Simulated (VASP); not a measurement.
Input of a VASP 6.6.1 run:

Contents of INCAR:

```
SYSTEM = V
  ALGO = Normal
  EDIFF = 1E-6
  ENCUT = 500
  GGA = PE
  GGA_COMPAT = .False.
  ISIF = 2
  ISMEAR = 0
  LASPH = .True.
  LCHARG = .True.
  LELF = .True.
  LREAL = .False.
  LVHAR = .True.
  LWAVE = .False.
  NBANDS = 12
  NELM = 120
  PREC = Accurate
  SIGMA = 0.1
```

File KPOINTS:

```
k-points
0
Gamma
  20 20 20
  0 0 0
```

Contents of POSCAR:

```
V
1.0
   -1.4983825655      1.4983825655      1.4983825655
    1.4983825655     -1.4983825655      1.4983825655
    1.4983825655      1.4983825655     -1.4983825655
V
1
Direct
    0.0000000000      0.0000000000      0.0000000000
```

Potentials or basis: VASP PAW PBE potentials, release 64 (V_sv).

Run with:

```bash
$ cat potpaw_PBE.64/V_sv/POTCAR > POTCAR
$ mpirun -np 1 vasp_std > vasp.out
```

Question: Estimate the pressure.

Answer: 0.2 GPa.
